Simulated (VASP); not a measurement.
# AlRu (P4/mmm) in VASP: further runs

The runs below take AlRu through single point, with PBEsol.

Everything below comes from runs of VASP 6.6.1. Logs are shortened: lines on timing, memory, paths and dates and some standing lists are left out, and cuts for length are marked.

### 1 The cell of the first run

Symmetry: P4/mmm, No. 123, tetragonal system. The conventional cell has a = 2.992 Å, b = 2.992 Å, c = 3.051 Å, α = 90.00°, β = 90.00°, γ = 90.00°. Within 3.4 Å of Al (site symmetry 4/mmm) lie 8 Ru at 2.61 Å and 6 Al at 2.99 to 3.05 Å. Ru (site symmetry 4/mmm) has 8 Al at 2.61 Å and 6 Ru at 2.99 to 3.05 Å within 3.4 Å.

### 2 Single point, PBEsol (strain +0.0200 x Voigt [0, 0, 1, 0, 0, 0])

File INCAR:

```
  PREC = Accurate
  ENCUT = 520
  EDIFF = 1E-6
  ISMEAR = 0
  SIGMA = 0.15
  LREAL = False
  LASPH = True
  NELM = 100
  ALGO = Fast
  ISIF = 2
  LWAVE = False
  LCHARG = False
  GGA = PS
  NBANDS = 16
```

File KPOINTS:

```
Automatic mesh
0
Gamma
  16 16 16
```

File POSCAR:

```
AlRu
1.0
    2.9916000000      0.0000000000      0.0000000000
    0.0000000000      2.9916000000      0.0000000000
    0.0000000000      0.0000000000      3.0514320000
Al Ru
1 1
Direct
    0.0000000000      0.0000000000      0.0000000000
    0.5000000000      0.5000000000      0.5000000000
```

Potentials or basis: VASP PAW PBE potentials, release 64 (Al, Ru_pv).

Started as:

```sh
> cat potpaw_PBE.64/Al/POTCAR potpaw_PBE.64/Ru_pv/POTCAR > POTCAR
> mpirun -np 1 vasp_std > vasp.out
```

OUTCAR:

```text
PREC = Accurate
   ENCUT = 520
   EDIFF = 1E-6
   ISMEAR = 0
   LREAL = False
   LASPH = True
   NELM = 100
   ISIF = 2
   GGA = PS

 ion  position               nearest neighbor table
   1  0.000  0.000  0.000-   2 2.61   2 2.61   2 2.61   2 2.61   2 2.61   2 2.61   2 2.61   2 2.61

   2  0.500  0.500  0.500-   1 2.61   1 2.61   1 2.61   1 2.61   1 2.61   1 2.61   1 2.61   1 2.61

  LATTYP: Found a simple tetragonal cell.
 ALAT       =     2.9916000000
 C/A-ratio  =     1.0200000000

  Lattice vectors:

 A1 = (   2.9916000000,   0.0000000000,   0.0000000000)
 A2 = (   0.0000000000,   2.9916000000,   0.0000000000)
 A3 = (   0.0000000000,   0.0000000000,   3.0514320000)

Analysis of symmetry for initial positions (statically):
=====================================================================
 Subroutine PRICEL returns:
 Original cell was already a primitive cell.

 Routine SETGRP: Setting up the symmetry group for a
 simple tetragonal supercell.

 Subroutine GETGRP returns: Found 16 space group operations
 (whereof 16 operations were pure point group operations)
 out of a pool of 16 trial point group operations.

The static configuration has the point symmetry D_4h.

Analysis of symmetry for dynamics (positions and initial velocities):
=====================================================================
 Subroutine PRICEL returns:
 Original cell was already a primitive cell.

 Routine SETGRP: Setting up the symmetry group for a
 simple tetragonal supercell.

 Subroutine GETGRP returns: Found 16 space group operations
 (whereof 16 operations were pure point group operations)
 out of a pool of 16 trial point group operations.

The dynamic configuration has the point symmetry D_4h.

 Subroutine INISYM returns: Found 16 space group operations
 (whereof 16 operations are pure point group operations),
 and found     1 'primitive' translations

----------------------------------------------------------------------------------------

                                     Primitive cell

  volume of cell :      27.3093

  direct lattice vectors                    reciprocal lattice vectors
     2.991600000  0.000000000  0.000000000     0.334269287  0.000000000  0.000000000
     0.000000000  2.991600000  0.000000000     0.000000000  0.334269287  0.000000000
     0.000000000  0.000000000  3.051432000     0.000000000  0.000000000  0.327714988

  length of vectors
     2.991600000  2.991600000  3.051432000     0.334269287  0.334269287  0.327714988

  position of ions in fractional coordinates (direct lattice)
     0.000000000  0.000000000  0.000000000
     0.500000000  0.500000000  0.500000000

  ion indices of the primitive-cell ions
   primitive index   ion index
                 1           1
                 2           2

----------------------------------------------------------------------------------------

 KPOINTS: Automatic mesh

Automatic generation of k-mesh.
 Grid dimensions read from file:
 generate k-points for:   16   16   16

 Generating k-lattice:

  Cartesian coordinates                     Fractional coordinates (reciprocal lattice)
     0.020891830  0.000000000  0.000000000     0.062500000  0.000000000  0.000000000
     0.000000000  0.020891830  0.000000000     0.000000000  0.062500000  0.000000000
     0.000000000  0.000000000  0.020482187     0.000000000  0.000000000  0.062500000

  Length of vectors
     0.020891830  0.020891830  0.020482187

  Shift w.r.t. Gamma in fractional coordinates (k-lattice)
     0.000000000  0.000000000  0.000000000

 Subroutine IBZKPT returns following result:
 ===========================================

 Found    405 irreducible k-points:

 Following reciprocal coordinates:
            Coordinates               Weight
  0.000000  0.000000  0.000000      1.000000
  0.062500  0.000000  0.000000      4.000000
  0.125000  0.000000  0.000000      4.000000
  0.187500  0.000000  0.000000      4.000000
  0.250000  0.000000  0.000000      4.000000
  0.312500  0.000000  0.000000      4.000000
[... 16 lines left out ...]
  0.437500  0.125000  0.000000      8.000000
  0.500000  0.125000  0.000000      4.000000
 [... further k-points ...]
   k-points           NKPTS =    405   k-points in BZ     NKDIM =    405   number of bands    NBANDS=     16
   number of dos      NEDOS =    301   number of ions     NIONS =      2
   total plane-waves  NPLWV =  13824
   dimension x,y,z NGX =    24 NGY =   24 NGZ =   24
   dimension x,y,z NGXF=    48 NGYF=   48 NGZF=   48
   ions per type =               1   1
   NGX,Y,Z   is equivalent  to a cutoff of  13.34, 13.34, 13.08 a.u.
   NGXF,Y,Z  is equivalent  to a cutoff of  26.67, 26.67, 26.15 a.u.
 SYSTEM =  unknown system
   PREC   = accura    normal or accurate (medium, high low for compatibility)
   ISTART =      0    job   : 0-new  1-cont  2-samecut
   ICHARG =      2    charge: 1-file 2-atom 10-const
   ISPIN  =      1    spin polarized calculation?
   LNONCOLLINEAR =      F non collinear calculations
   LSORBIT =      F    spin-orbit coupling
   LASPH  =      T    aspherical Exc in radial PAW
   ENCUT  =  520.0 eV  38.22 Ry    6.18 a.u.   5.56  5.56  5.67*2*pi/ulx,y,z
   NELM   =    100;   NELMIN=  2; NELMDL= -5     # of ELM steps
   EDIFF  = 0.1E-05   stopping-criterion for ELM
   LREAL  =      F    real-space projection
   EDIFFG = 0.1E-04   stopping-criterion for IOM
   NSW    =      0    number of steps for IOM
   IBRION =     -1    ionic relax: 0-MD 1-quasi-New 2-CG
   NFREE  =      0    steps in history (QN), initial steepest desc. (CG)
   ISIF   =      2    stress and relaxation
   ISYM   =      2    0-nonsym 1-usesym 2-fastsym
   POTIM  = 0.5000    time-step for ionic-motion
   TEBEG  =    0.0;   TEEND  =   0.0 temperature during run
   PSTRESS=    0.0 pullay stress
   NELECT =      17.0000    total number of electrons
   NUPDOWN=      -1.0000    fix difference up-down
   EMIN   =  10.00;   EMAX   =-10.00  energy-range for DOS
   EFERMI =   0.00;   METHOD = LEGACY
   ISMEAR =     0;   SIGMA  =   0.15  broadening in eV -4-tet -1-fermi 0-gaus
   EFERMI_NEDOS =   21; number of points for ismear=-14 and -15
   IALGO  =     68    algorithm
   IMIX   =      4    mixing-type and parameters
     AMIX     =   0.40;   BMIX     =  1.00
     AMIX_MAG =   1.60;   BMIX_MAG =  1.00
  volume/ion in A,a.u.               =      13.65        92.15
  Fermi-wavevector in a.u.,A,eV,Ry     =   1.397830  2.641515 26.584798  1.953928
  Thomas-Fermi vector in A             =   2.521047
   LORBIT       =      0    0 simple, 1 ext, 2 COOP (PROOUT), +10 PAW based schemes
   GGA     = PS    functional components
   LHFCALC =     F    Hartree Fock is set to
   AEXX    =    0.0000 exact exchange contribution
   IVDW    =     0    specifies the selected vdW correction
   LEPSILON=     F    determine dielectric tensor
   LRPA    =     F    only Hartree local field effects (RPA)
 non-spin polarized calculation
 RMM-DIIS sequential band-by-band and
 Gauss-broadening in eV      SIGMA  =   0.15
  energy-cutoff  :      520.00
  volume of cell :       27.31
 maximum number of plane-waves:       751
 NGX is ok and might be reduce to    24
   NGX = 11   NGY = 11   NGZ = 11

 number of electron      16.9999997 magnetization

 Free energy of the ion-electron system (eV)
  ---------------------------------------------------
  ext. energy  EPLUGINS =         0.00000000
  ---------------------------------------------------
  free energy    TOTEN  =       -15.50271590 eV

  energy without entropy =      -15.48317796  energy(sigma->0) =      -15.49294693

 E-fermi :  10.3399     XC(G=0): -12.5852

 val. band max:       10.3391583937   @ k =   0.4375   0.1250   0.0625
 cond. band min:      10.3431991924   @ k =   0.0625   0.0625   0.0000
 fundamental gap:      0.0040407987
 Fermi energy:        10.3398570093

 k-point     1 :       0.0000    0.0000    0.0000
  band No.  band energies     occupation
      1     -31.3979      2.00000
      2     -31.3761      2.00000
      3     -31.3761      2.00000
      4       0.7524      2.00000
      5       6.8299      2.00000
      6       6.8393      2.00000
[... 8 lines left out ...]
     15      22.3268      0.00000
     16      25.0403      0.00000

 k-point     2 :       0.0625    0.0000    0.0000
  band No.  band energies     occupation
      1     -31.3972      2.00000
      2     -31.3841      2.00000
      3     -31.3754      2.00000
      4       0.8273      2.00000
      5       6.8576      2.00000
      6       6.8667      2.00000
[... 8 lines left out ...]
     15      22.3275      0.00000
     16      25.2946      0.00000

 k-point     3 :       0.1250    0.0000    0.0000
  band No.  band energies     occupation
      1     -31.4070      2.00000
      2     -31.3953      2.00000
      3     -31.3735      2.00000
      4       1.0493      2.00000
      5       6.9346      2.00000
      6       6.9360      2.00000
[... 8 lines left out ...]
     15      22.3319      0.00000
     16      26.0914      0.00000

 k-point     4 :       0.1875    0.0000    0.0000
  band No.  band energies     occupation
      1     -31.4410      2.00000
      2     -31.3923      2.00000
      3     -31.3706      2.00000
      4       1.4108      2.00000
      5       6.9925      2.00000
      6       7.0557      2.00000
[... 8 lines left out ...]
     15      22.5484      0.00000
     16      27.4100      0.00000
[... 324 lines left out ...]
 k-point    22 :       0.3750    0.1250    0.0000
  band No.  band energies     occupation
      1     -31.5506      2.00000
      2     -31.3907      2.00000
      3     -31.3797      2.00000
      4       3.4141      2.00000
      5       6.2892      2.00000
      6       7.6429      2.00000
[... 8 lines left out ...]
     15      24.0062      0.00000
     16      24.9344      0.00000

 k-point    23 :       0.4375    0.1250    0.0000
  band No.  band energies     occupation
      1     -31.5727      2.00000
      2     -31.3887      2.00000
      3     -31.3777      2.00000
      4       4.1412      2.00000
      5       5.6320      2.00000
      6       7.7615      2.00000
[... 8 lines left out ...]
     15      23.0035      0.00000
     16      25.1286      0.00000

 k-point    24 :       0.5000    0.1250    0.0000
  band No.  band energies     occupation
      1     -31.5805      2.00000
      2     -31.3879      2.00000
      3     -31.3770      2.00000
      4       4.8909      2.00000
      5       4.9002      2.00000
      6       7.8077      2.00000
[... 8 lines left out ...]
     15      22.3037      0.00000
     16      22.3308      0.00000

 [... further k-points ...]

------------------------ aborting loop because EDIFF is reached ----------------------------------------

  FORCE on cell =-STRESS in cart. coord.  units (eV):
  Direction    XX          YY          ZZ          XY          YZ          ZX
  --------------------------------------------------------------------------------------
  -------------------------------------------------------------------------------------
  Total       -1.0327309     -1.0327309     -1.5648345      0.0000000      0.0000000      0.0000000
  in kB      -60.5880523    -60.5880523    -91.8054075      0.0000000      0.0000000      0.0000000
  external PRESSURE =     -70.9938374 kB  Pullay stress =       0.0000000 kB

 VOLUME and BASIS-vectors are now :
 -----------------------------------------------------------------------------
  energy-cutoff  :      520.00
  volume of cell :       27.31
      direct lattice vectors                 reciprocal lattice vectors
     2.991600000  0.000000000  0.000000000     0.334269287  0.000000000  0.000000000
     0.000000000  2.991600000  0.000000000     0.000000000  0.334269287  0.000000000
     0.000000000  0.000000000  3.051432000     0.000000000  0.000000000  0.327714988

 POSITION                                       TOTAL-FORCE (eV/Angst)
 -----------------------------------------------------------------------------------
      0.00000      0.00000      0.00000         0.000000      0.000000      0.000000
      1.49580      1.49580      1.52572         0.000000      0.000000      0.000000
 -----------------------------------------------------------------------------------
    total drift:                                0.000000     -0.000000     -0.000000

  FREE ENERGIE OF THE ION-ELECTRON SYSTEM (eV)
  ---------------------------------------------------
  free  energy   TOTEN  =       -15.5027158952 eV

  energy  without entropy=      -15.4831779564  energy(sigma->0) =      -15.49294693
```

Wall time 41 s (1 thread of Intel Xeon 6975P-C (Granite Rapids), shared host); peak memory 0.27 GiB.

Results:

- Free energy: -15.5027 eV
- Pressure: -7.1 GPa

Caveat: the cell differs from its parent crystal (strain +0.0200 x Voigt [0, 0, 1, 0, 0, 0]); the PAW data sets were made with another functional, which shifts forces and pressure a little.

### 3 Single point, PBEsol (strain +0.0175 x Voigt [0, 0, 1, 0, 0, 0])

File INCAR:

```
SYSTEM = AlRu
PREC     = Accurate       ! precision mode
ENCUT    = 520            ! plane-wave cutoff, eV
EDIFF    = 1E-7           ! SCF threshold, eV
ISMEAR   = 0              ! smearing method
SIGMA    = 0.15           ! smearing width, eV
LREAL    = .False.        ! projectors in reciprocal space
LASPH    = .True.         ! aspherical terms in the spheres
NELM     = 100            ! most SCF steps
ALGO     = Fast           ! electronic algorithm
ISIF     = 2              ! what is computed and relaxed
LWAVE    = .False.        ! write WAVECAR
LCHARG   = .True.         ! write CHGCAR
GGA      = PS             ! functional
LELF     = .True.         ! ELF
LVHAR    = .True.       
NBANDS   = 16             ! bands
```

File KPOINTS:

```
regular mesh
0
Gamma
  16 16 16
  0 0 0
```

POSCAR, as its differences from that of step 2:

```diff
@@ -4,3 +4,3 @@
     0.0000000000      2.9916000000      0.0000000000
-    0.0000000000      0.0000000000      3.0514320000
+    0.0000000000      0.0000000000      3.0439530000
 Al Ru
```

Potentials or basis: VASP PAW PBE potentials, release 64 (Al, Ru_pv).

Started as:

```sh
> cat potpaw_PBE.64/Al/POTCAR potpaw_PBE.64/Ru_pv/POTCAR > POTCAR
> mpirun -np 1 vasp_std > vasp.out
```

Run time: 46 s. Hardware: 1 thread of Intel Xeon 6975P-C (Granite Rapids), shared host; peak memory 0.27 GiB.

The run converged. Its results:

- Free energy: -15.5063 eV
- Pressure: -6.6 GPa

Stress tensor (GPa, compression positive):
```
-5.66  0.00  0.00
 0.00 -5.66  0.00
 0.00  0.00 -8.41
```

Levels at points of the mesh, in eV from the Fermi level:
| k point | band 5 | band 6 | band 7 | band 8 | band 9 | band 10 | band 11 | band 12 | band 13 | band 14 |
| --- | --- | --- | --- | --- | --- | --- | --- | --- | --- | --- |
| (0.00, 0.00, 0.00) | -3.52 | -3.51 | 0.13 | 0.13 | 0.24 | 5.62 | 6.15 | 6.15 | 10.84 | 10.89 |
| (0.50, 0.00, 0.00) | -5.40 | -2.72 | -1.71 | -1.52 | 0.39 | 2.30 | 7.43 | 10.59 | 11.05 | 12.36 |
| (0.50, 0.50, 0.00) | -3.00 | -1.31 | -1.31 | -1.25 | -1.25 | 1.54 | 5.30 | 6.15 | 10.19 | 14.14 |
| (0.00, 0.00, 0.50) | -5.58 | -2.78 | -1.51 | -1.51 | 0.46 | 2.01 | 7.46 | 11.04 | 11.04 | 12.56 |
| (0.50, 0.00, 0.50) | -3.07 | -1.46 | -1.35 | -1.12 | -1.07 | 1.43 | 5.07 | 6.05 | 10.58 | 14.38 |
| (0.50, 0.50, 0.50) | -4.54 | -4.54 | 1.49 | 1.62 | 2.48 | 3.97 | 4.07 | 4.07 | 8.32 | 8.32 |

Caveat: the cell differs from its parent crystal (strain +0.0175 x Voigt [0, 0, 1, 0, 0, 0]); the PAW data sets were made with another functional, which shifts forces and pressure a little.
